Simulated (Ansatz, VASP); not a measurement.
## Co in VASP and in Ansatz

```xyz
3
Lattice="4.0341 0.0000 0.0000 -2.0171 3.4937 0.0000 0.0000 0.0000 2.4736" Properties=species:S:1:pos:R:3 pbc="T T T"
Co    0.0000    0.0000    0.0000
Co    0.0000    2.3291    1.2368
Co    2.0171    1.1646    1.2368
```

Alike in both runs: task single point; functional revPBE; k mesh 10 × 10 × 15; occupations fermi-dirac, width 0.1 eV; no spin polarisation.

|  | VASP | Ansatz |
| --- | --- | --- |
| version | VASP 6.6.1 | Ansatz 0.2.0 |
| potentials or method | VASP PAW PBE potentials, release 64 (Co), cutoff 520 eV | plane waves (420 eV) with PAW, scalar-relativistic |
| valence electrons in the cell | 27 | 51 |

```tsv
	VASP	Ansatz	Ansatz less VASP
pressure (GPa)	-14.5	-14.4	+0.14
traceless stress, the component that is largest in VASP (GPa)	0.71	0.82	+0.107
```

VASP's potentials were made for PBE, not for revPBE. With one functional, cell and mesh, what is left measures potentials, basis and numerics. VASP's potentials hold 27 valence electrons a cell and Ansatz's 51, so a difference there can come from the potentials and not from the codes.
